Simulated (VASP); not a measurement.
# TiAl (P4/mmm) in VASP: a series of runs

TiAl is run at these levels: PBEsol; tasks: single point.

Everything below comes from runs of VASP 6.6.1. Logs are shortened: lines on timing, memory, paths and dates and some standing lists are left out, and cuts for length are marked.

**1. The cell of the first run**

It takes space group P4/mmm (No. 123, tetragonal). The conventional cell has a = 2.711 Å, b = 2.711 Å, c = 4.165 Å, α = 90.00°, β = 90.00°, γ = 90.00°. Within 3.6 Å of Ti (site symmetry 4/mmm) lie 4 Ti at 2.71 Å and 8 Al at 2.83 Å. Within 3.6 Å of Al (site symmetry 4/mmm) lie 4 Al at 2.71 Å and 8 Ti at 2.83 Å.

**2. Single point, PBEsol (biaxial strain in the a-b plane: -3.0 %, then relaxed in part)**

Input file INCAR:

```
SYSTEM = TiAl
PREC = Accurate ; ENCUT = 520
EDIFF = 1E-6 ; ISMEAR = 0
SIGMA = 0.1 ; LREAL = .FALSE.
LASPH = .TRUE. ; NELM = 60
ALGO = Fast ; ISIF = 2
LWAVE = .FALSE. ; LCHARG = .TRUE.
GGA = PS ; LELF = .TRUE.
LVHAR = .TRUE. ; NBANDS = 14
```

Input file KPOINTS:

```
regular mesh
0
G
  18 18 14
  0 0 0
```

Input file POSCAR:

```
TiAl
1.0
    2.7107969390      0.0000000000      0.0000000000
    0.0000000000      2.7107969390      0.0000000000
    0.0000000000      0.0000000000      4.1651983976
Ti Al
1 1
Direct
    0.5000000000      0.5000000000      0.5000000000
    0.0000000000      0.0000000000      0.0000000000
```

Potentials or basis: VASP PAW PBE potentials, release 64 (Ti_sv, Al).

On the command line:

```bash
> cat potpaw_PBE.64/Ti_sv/POTCAR potpaw_PBE.64/Al/POTCAR > POTCAR
> mpirun -np 1 vasp_std > vasp.out
```

OUTCAR:

```text
SYSTEM = TiAl
   PREC = Accurate
   ENCUT = 520
   EDIFF = 1E-6
   ISMEAR = 0
   LREAL = .FALSE.
   LASPH = .TRUE.
   NELM = 60
   ISIF = 2
   GGA = PS

 ion  position               nearest neighbor table
   1  0.500  0.500  0.500-   2 2.83   2 2.83   2 2.83   2 2.83   2 2.83   2 2.83   2 2.83   2 2.83

   2  0.000  0.000  0.000-   1 2.83   1 2.83   1 2.83   1 2.83   1 2.83   1 2.83   1 2.83   1 2.83

  LATTYP: Found a simple tetragonal cell.
 ALAT       =     2.7107969390
 C/A-ratio  =     1.5365217282

  Lattice vectors:

 A1 = (   2.7107969390,   0.0000000000,   0.0000000000)
 A2 = (   0.0000000000,   2.7107969390,   0.0000000000)
 A3 = (   0.0000000000,   0.0000000000,   4.1651983976)

Analysis of symmetry for initial positions (statically):
=====================================================================
 Subroutine PRICEL returns:
 Original cell was already a primitive cell.

 Routine SETGRP: Setting up the symmetry group for a
 simple tetragonal supercell.

 Subroutine GETGRP returns: Found 16 space group operations
 (whereof 16 operations were pure point group operations)
 out of a pool of 16 trial point group operations.

The static configuration has the point symmetry D_4h.

Analysis of symmetry for dynamics (positions and initial velocities):
=====================================================================
 Subroutine PRICEL returns:
 Original cell was already a primitive cell.

 Routine SETGRP: Setting up the symmetry group for a
 simple tetragonal supercell.

 Subroutine GETGRP returns: Found 16 space group operations
 (whereof 16 operations were pure point group operations)
 out of a pool of 16 trial point group operations.

The dynamic configuration has the point symmetry D_4h.

 Subroutine INISYM returns: Found 16 space group operations
 (whereof 16 operations are pure point group operations),
 and found     1 'primitive' translations

----------------------------------------------------------------------------------------

                                     Primitive cell

  volume of cell :      30.6076

  direct lattice vectors                    reciprocal lattice vectors
     2.710796939  0.000000000  0.000000000     0.368895208  0.000000000  0.000000000
     0.000000000  2.710796939  0.000000000     0.000000000  0.368895208  0.000000000
     0.000000000  0.000000000  4.165198398     0.000000000  0.000000000  0.240084602

  length of vectors
     2.710796939  2.710796939  4.165198398     0.368895208  0.368895208  0.240084602

  position of ions in fractional coordinates (direct lattice)
     0.500000000  0.500000000  0.500000000
     0.000000000  0.000000000  0.000000000

  ion indices of the primitive-cell ions
   primitive index   ion index
                 1           1
                 2           2

----------------------------------------------------------------------------------------

 KPOINTS: regular mesh

Automatic generation of k-mesh.
 Grid dimensions read from file:
 generate k-points for:   18   18   14

 Generating k-lattice:

  Cartesian coordinates                     Fractional coordinates (reciprocal lattice)
     0.020494178  0.000000000  0.000000000     0.055555556  0.000000000  0.000000000
     0.000000000  0.020494178  0.000000000     0.000000000  0.055555556  0.000000000
     0.000000000  0.000000000  0.017148900     0.000000000  0.000000000  0.071428571

  Length of vectors
     0.020494178  0.020494178  0.017148900

  Shift w.r.t. Gamma in fractional coordinates (k-lattice)
     0.000000000  0.000000000  0.000000000

 Subroutine IBZKPT returns following result:
 ===========================================

 Found    440 irreducible k-points:

 Following reciprocal coordinates:
            Coordinates               Weight
  0.000000  0.000000  0.000000      1.000000
  0.055556  0.000000  0.000000      4.000000
  0.111111  0.000000  0.000000      4.000000
  0.166667  0.000000  0.000000      4.000000
  0.222222  0.000000  0.000000      4.000000
  0.277778  0.000000  0.000000      4.000000
[... 16 lines left out ...]
  0.277778  0.111111  0.000000      8.000000
  0.333333  0.111111  0.000000      8.000000
 [... further k-points ...]
   k-points           NKPTS =    440   k-points in BZ     NKDIM =    440   number of bands    NBANDS=     14
   number of dos      NEDOS =    301   number of ions     NIONS =      2
   total plane-waves  NPLWV =  12800
   dimension x,y,z NGX =    20 NGY =   20 NGZ =   32
   dimension x,y,z NGXF=    40 NGYF=   40 NGZF=   64
   ions per type =               1   1
   NGX,Y,Z   is equivalent  to a cutoff of  12.27, 12.27, 12.77 a.u.
   NGXF,Y,Z  is equivalent  to a cutoff of  24.53, 24.53, 25.54 a.u.
 SYSTEM =  TiAl
   PREC   = accura    normal or accurate (medium, high low for compatibility)
   ISTART =      0    job   : 0-new  1-cont  2-samecut
   ICHARG =      2    charge: 1-file 2-atom 10-const
   ISPIN  =      1    spin polarized calculation?
   LNONCOLLINEAR =      F non collinear calculations
   LSORBIT =      F    spin-orbit coupling
   LASPH  =      T    aspherical Exc in radial PAW
   ENCUT  =  520.0 eV  38.22 Ry    6.18 a.u.   5.04  5.04  7.74*2*pi/ulx,y,z
   NELM   =     60;   NELMIN=  2; NELMDL= -5     # of ELM steps
   EDIFF  = 0.1E-05   stopping-criterion for ELM
   LREAL  =      F    real-space projection
   EDIFFG = 0.1E-04   stopping-criterion for IOM
   NSW    =      0    number of steps for IOM
   IBRION =     -1    ionic relax: 0-MD 1-quasi-New 2-CG
   NFREE  =      0    steps in history (QN), initial steepest desc. (CG)
   ISIF   =      2    stress and relaxation
   ISYM   =      2    0-nonsym 1-usesym 2-fastsym
   POTIM  = 0.5000    time-step for ionic-motion
   TEBEG  =    0.0;   TEEND  =   0.0 temperature during run
   PSTRESS=    0.0 pullay stress
   NELECT =      15.0000    total number of electrons
   NUPDOWN=      -1.0000    fix difference up-down
   EMIN   =  10.00;   EMAX   =-10.00  energy-range for DOS
   EFERMI =   0.00;   METHOD = LEGACY
   ISMEAR =     0;   SIGMA  =   0.10  broadening in eV -4-tet -1-fermi 0-gaus
   EFERMI_NEDOS =   21; number of points for ismear=-14 and -15
   IALGO  =     68    algorithm
   IMIX   =      4    mixing-type and parameters
     AMIX     =   0.40;   BMIX     =  1.00
     AMIX_MAG =   1.60;   BMIX_MAG =  1.00
  volume/ion in A,a.u.               =      15.30       103.28
  Fermi-wavevector in a.u.,A,eV,Ry     =   1.290710  2.439088 22.666387  1.665932
  Thomas-Fermi vector in A             =   2.422525
   LORBIT       =      0    0 simple, 1 ext, 2 COOP (PROOUT), +10 PAW based schemes
   GGA     = PS    functional components
   LHFCALC =     F    Hartree Fock is set to
   AEXX    =    0.0000 exact exchange contribution
   IVDW    =     0    specifies the selected vdW correction
   LEPSILON=     F    determine dielectric tensor
   LRPA    =     F    only Hartree local field effects (RPA)
 non-spin polarized calculation
 RMM-DIIS sequential band-by-band and
 Gauss-broadening in eV      SIGMA  =   0.10
  energy-cutoff  :      520.00
  volume of cell :       30.61
 maximum number of plane-waves:       848
   NGX = 11   NGY = 11   NGZ = 15

 number of electron      15.0000007 magnetization

 Free energy of the ion-electron system (eV)
  ---------------------------------------------------
  ext. energy  EPLUGINS =         0.00000000
  ---------------------------------------------------
  free energy    TOTEN  =       -13.21943496 eV

  energy without entropy =      -13.21054945  energy(sigma->0) =      -13.21499220

 E-fermi :   8.8634     XC(G=0): -11.3922

 val. band max:        8.8531162020   @ k =   0.1111   0.0556   0.2857
 cond. band min:       8.8638161091   @ k =   0.5000   0.1111   0.0714
 fundamental gap:      0.0106999071
 Fermi energy:         8.8634247744

 k-point     1 :       0.0000    0.0000    0.0000
  band No.  band energies     occupation
      1     -47.3911      2.00000
      2     -23.8941      2.00000
      3     -23.3392      2.00000
      4     -23.3392      2.00000
      5      -0.5221      2.00000
      6       6.6921      2.00000
      7       7.9061      2.00000
      8       7.9235      2.00000
      9      11.3340      0.00000
     10      11.3340      0.00000
     11      12.6218      0.00000
     12      14.7089      0.00000
     13      18.2637      0.00000
     14      18.3764      0.00000

 k-point     2 :       0.0556    0.0000    0.0000
  band No.  band energies     occupation
      1     -47.3883      2.00000
      2     -23.8915      2.00000
      3     -23.3609      2.00000
      4     -23.3374      2.00000
      5      -0.4561      2.00000
      6       6.7533      2.00000
      7       7.8728      2.00000
      8       7.9579      2.00000
      9      11.3458      0.00000
     10      11.3694      0.00000
     11      12.5539      0.00000
     12      14.7126      0.00000
     13      16.9400      0.00000
     14      18.4560      0.00000

 k-point     3 :       0.1111    0.0000    0.0000
  band No.  band energies     occupation
      1     -47.3802      2.00000
      2     -23.8838      2.00000
      3     -23.4230      2.00000
      4     -23.3320      2.00000
      5      -0.2595      2.00000
      6       6.9267      2.00000
      7       7.7767      2.00000
      8       8.0516      2.00000
      9      11.3800      0.00000
     10      11.4777      0.00000
     11      12.3663      0.00000
     12      14.7084      0.00000
     13      15.5326      0.00000
     14      18.6849      0.00000

 k-point     4 :       0.1667    0.0000    0.0000
  band No.  band energies     occupation
      1     -47.3678      2.00000
      2     -23.8721      2.00000
      3     -23.5173      2.00000
      4     -23.3238      2.00000
      5       0.0643      2.00000
      6       7.1827      2.00000
      7       7.6288      2.00000
      8       8.1654      2.00000
      9      11.4329      0.00000
     10      11.6631      0.00000
     11      12.0978      0.00000
     12      14.1262      0.00000
     13      14.8068      0.00000
     14      19.0411      0.00000

 k-point     5 :       0.2222    0.0000    0.0000
  band No.  band energies     occupation
      1     -47.3525      2.00000
      2     -23.8577      2.00000
      3     -23.6316      2.00000
      4     -23.3137      2.00000
      5       0.5103      2.00000
      6       7.4475      2.00000
      7       7.4766      2.00000
      8       8.1967      2.00000
      9      11.4987      0.00000
     10      11.7935      0.00000
     11      11.9276      0.00000
[... 276 lines left out ...]
 k-point    22 :       0.2222    0.1111    0.0000
  band No.  band energies     occupation
      1     -47.3419      2.00000
      2     -23.8478      2.00000
      3     -23.6226      2.00000
      4     -23.3951      2.00000
      5       0.7614      2.00000
      6       7.5026      2.00000
      7       7.6552      2.00000
      8       8.3862      2.00000
      9      10.7436      0.00000
     10      11.4721      0.00000
     11      12.7350      0.00000
     12      13.1798      0.00000
     13      14.9060      0.00000
     14      17.1949      0.00000

 k-point    23 :       0.2778    0.1111    0.0000
  band No.  band energies     occupation
      1     -47.3256      2.00000
      2     -23.8326      2.00000
      3     -23.7417      2.00000
      4     -23.3835      2.00000
      5       1.3172      2.00000
      6       7.3542      2.00000
      7       7.7910      2.00000
      8       8.2982      2.00000
      9      10.7516      0.00000
     10      11.1976      0.00000
     11      12.5826      0.00000
     12      13.1181      0.00000
     13      14.9631      0.00000
     14      17.6287      0.00000

 k-point    24 :       0.3333    0.1111    0.0000
  band No.  band energies     occupation
      1     -47.3103      2.00000
      2     -23.8523      2.00000
      3     -23.8183      2.00000
      4     -23.3726      2.00000
      5       1.9809      2.00000
      6       7.2039      2.00000
      7       7.3374      2.00000
      8       8.4031      2.00000
      9      10.8069      0.00000
     10      10.8927      0.00000
     11      12.5624      0.00000
     12      13.5325      0.00000
     13      14.9878      0.00000
     14      18.1806      0.00000

 [... further k-points ...]

------------------------ aborting loop because EDIFF is reached ----------------------------------------

  FORCE on cell =-STRESS in cart. coord.  units (eV):
  Direction    XX          YY          ZZ          XY          YZ          ZX
  --------------------------------------------------------------------------------------
  -------------------------------------------------------------------------------------
  Total        1.1026490      1.1026490      0.0066529      0.0000000      0.0000000      0.0000000
  in kB       57.7189201     57.7189201      0.3482483      0.0000000      0.0000000      0.0000000
  external PRESSURE =      38.5953629 kB  Pullay stress =       0.0000000 kB

 VOLUME and BASIS-vectors are now :
 -----------------------------------------------------------------------------
  energy-cutoff  :      520.00
  volume of cell :       30.61
      direct lattice vectors                 reciprocal lattice vectors
     2.710796939  0.000000000  0.000000000     0.368895208  0.000000000  0.000000000
     0.000000000  2.710796939  0.000000000     0.000000000  0.368895208  0.000000000
     0.000000000  0.000000000  4.165198398     0.000000000  0.000000000  0.240084602

 POSITION                                       TOTAL-FORCE (eV/Angst)
 -----------------------------------------------------------------------------------
      1.35540      1.35540      2.08260         0.000000      0.000000      0.000000
      0.00000      0.00000      0.00000         0.000000      0.000000      0.000000
 -----------------------------------------------------------------------------------
    total drift:                               -0.000000      0.000000      0.000000

  FREE ENERGIE OF THE ION-ELECTRON SYSTEM (eV)
  ---------------------------------------------------
  free  energy   TOTEN  =       -13.2194349592 eV

  energy  without entropy=      -13.2105494487  energy(sigma->0) =      -13.21499220
```

It took 3.9 min on 1 thread of Intel Xeon Platinum 8259CL at 2.50GHz (Skylake/Cascade Lake), shared host; peak memory 0.3 GiB.

What came out:

```yaml
Free_energy: -13.2194 eV
Pressure: 3.9 GPa
Band_gap_on_the_k_mesh: zero (an odd number of electrons rules out a gap without spin polarisation)
```

Levels at points of the mesh, in eV from the Fermi level:
```
           k point  band 4  band 5  band 6  band 7  band 8  band 9  band 10  band 11  band 12  band 13
(0.00, 0.00, 0.00)  -32.20   -9.39   -2.17   -0.96   -0.94    2.47     2.47     3.76     5.85     9.40
(0.50, 0.00, 0.00)  -32.14   -4.67   -4.40   -2.05   -0.32    1.99     2.88     4.72     4.97     5.21
(0.50, 0.50, 0.00)  -32.59   -3.21   -0.33   -0.33   -0.32   -0.20    -0.20     4.84     5.45     6.14
(0.00, 0.00, 0.50)  -32.20   -8.04   -5.49   -0.82    0.23    2.21     2.21     3.77     8.36     8.73
(0.50, 0.00, 0.50)  -32.14   -5.02   -3.19   -1.22   -0.96    1.16     2.02     2.71     3.70     6.39
(0.50, 0.50, 0.50)  -32.60   -2.72   -2.21   -2.21    2.21    2.39     2.67     4.66     4.66     4.94
```

Caveat: the cell differs from its parent crystal (biaxial strain in the a-b plane: -3.0 %, then relaxed in part); the cell stands under pressure; the PAW data sets were made with another functional, which shifts forces and pressure a little.

**3. Single point, PBEsol (biaxial strain in the a-b plane: -1.5 %)**

Input file INCAR:

```
SYSTEM = TiAl
PREC     = Accurate       ! precision mode
ENCUT    = 520            ! plane-wave cutoff, eV
EDIFF    = 1E-6           ! SCF threshold, eV
ISMEAR   = 0              ! smearing method
SIGMA    = 0.1            ! smearing width, eV
LREAL    = .False.        ! projectors in reciprocal space
LASPH    = .True.         ! aspherical terms in the spheres
NELM     = 80             ! most SCF steps
ALGO     = Fast           ! electronic algorithm
ISIF     = 2              ! what is computed and relaxed
LWAVE    = .False.        ! write WAVECAR
LCHARG   = .False.        ! write CHGCAR
GGA      = PS             ! functional
NBANDS   = 14             ! bands
```

Input file KPOINTS:

```
regular mesh
0
Gamma
  18 18 14
  0 0 0
```

Input file POSCAR:

```
TiAl
1.0
    2.7527164792      0.0000000000      0.0000000000
    0.0000000000      2.7527164792      0.0000000000
    0.0000000000      0.0000000000      4.0775072197
Ti Al
1 1
Direct
    0.5000000000      0.5000000000      0.5000000000
    0.0000000000      0.0000000000      0.0000000000
```

Potentials or basis: VASP PAW PBE potentials, release 64 (Ti_sv, Al).

On the command line:

```bash
> cat potpaw_PBE.64/Ti_sv/POTCAR potpaw_PBE.64/Al/POTCAR > POTCAR
> mpirun -np 1 vasp_std > vasp.out
```

It took 4.4 min on 1 thread of Intel Xeon Platinum 8259CL at 2.50GHz (Skylake/Cascade Lake), shared host; peak memory 0.29 GiB.

It converged, with:

* Free energy: -13.2441 eV
* Pressure: 2.7 GPa
* Band gap on the k mesh: zero (an odd number of electrons rules out a gap without spin polarisation)

Stress tensor (GPa, compression positive):
```
3.42 0.00 0.00
0.00 3.42 0.00
0.00 0.00 1.24
```

Levels at points of the mesh, in eV from the Fermi level:
| k point | band 4 | band 5 | band 6 | band 7 | band 8 | band 9 | band 10 | band 11 | band 12 | band 13 |
| --- | --- | --- | --- | --- | --- | --- | --- | --- | --- | --- |
| (0.00, 0.00, 0.00) | -32.27 | -9.28 | -2.05 | -0.90 | -0.58 | 2.35 | 2.35 | 3.59 | 6.23 | 9.03 |
| (0.50, 0.00, 0.00) | -32.22 | -4.66 | -4.48 | -1.90 | -0.29 | 1.88 | 2.75 | 4.82 | 5.01 | 5.36 |
| (0.50, 0.50, 0.00) | -32.64 | -3.26 | -0.41 | -0.32 | -0.32 | -0.29 | -0.29 | 4.63 | 5.40 | 6.18 |
| (0.00, 0.00, 0.50) | -32.27 | -7.82 | -5.41 | -0.75 | 0.47 | 2.03 | 2.03 | 3.60 | 8.17 | 9.20 |
| (0.50, 0.00, 0.50) | -32.22 | -5.01 | -3.07 | -1.22 | -1.03 | 1.31 | 1.92 | 2.54 | 3.91 | 6.16 |
| (0.50, 0.50, 0.50) | -32.65 | -2.67 | -2.29 | -2.29 | 2.19 | 2.22 | 2.70 | 4.48 | 4.48 | 5.14 |

Caveat: the cell differs from its parent crystal (biaxial strain in the a-b plane: -1.5 %); the PAW data sets were made with another functional, which shifts forces and pressure a little.

**4. Single point, PBEsol (biaxial strain in the a-b plane: -1.5 %, then relaxed in part)**

Input file INCAR:

```
SYSTEM = TiAl
PREC = Accurate
ENCUT = 520
EDIFF = 1E-7
ISMEAR = 0
SIGMA = 0.1
LREAL = .FALSE.
LASPH = .TRUE.
NELM = 80
ALGO = Fast
ISIF = 2
LWAVE = .FALSE.
LCHARG = .FALSE.
GGA = PS
NBANDS = 14
```

Input file KPOINTS:

```
regular mesh
0
G
  18 18 14
  0 0 0
```

Changes to POSCAR since step 3:

```diff
@@ -4,3 +4,3 @@
     0.0000000000      2.7527164792      0.0000000000
-    0.0000000000      0.0000000000      4.0775072197
+    0.0000000000      0.0000000000      4.1023849466
 Ti Al
```

On the command line:

```bash
> cat potpaw_PBE.64/Ti_sv/POTCAR potpaw_PBE.64/Al/POTCAR > POTCAR
> mpirun -np 1 vasp_std > vasp.out
```

Wall time 5.1 min (1 thread of Intel Xeon Platinum 8259CL at 2.50GHz (Skylake/Cascade Lake), shared host); peak memory 0.3 GiB.

The run converged. Its results:

- Free energy: -13.2449 eV
- Pressure: 1.9 GPa
- Band gap on the k mesh: zero (an odd number of electrons rules out a gap without spin polarisation)

Stress tensor (GPa, compression positive):
```
2.82 0.00 0.00
0.00 2.82 0.00
0.00 0.00 0.09
```

Levels at points of the mesh, in eV from the Fermi level:
```
           k point  band 6  band 7  band 8  band 9  band 10  band 11
(0.00, 0.00, 0.00)   -2.05   -0.90   -0.65    2.35     2.35     3.58
(0.50, 0.00, 0.00)   -4.46   -1.91   -0.29    1.89     2.74     4.94
(0.50, 0.50, 0.00)   -0.38   -0.31   -0.31   -0.29    -0.29     4.62
(0.00, 0.00, 0.50)   -5.41   -0.75    0.43    2.04     2.04     3.59
(0.50, 0.00, 0.50)   -3.08   -1.21   -1.03    1.28     1.93     2.54
(0.50, 0.50, 0.50)   -2.26   -2.26    2.17    2.19     2.69     4.48
```

Caveat: the cell differs from its parent crystal (biaxial strain in the a-b plane: -1.5 %, then relaxed in part); the PAW data sets were made with another functional, which shifts forces and pressure a little.

(Continued in part 2 of 2.)
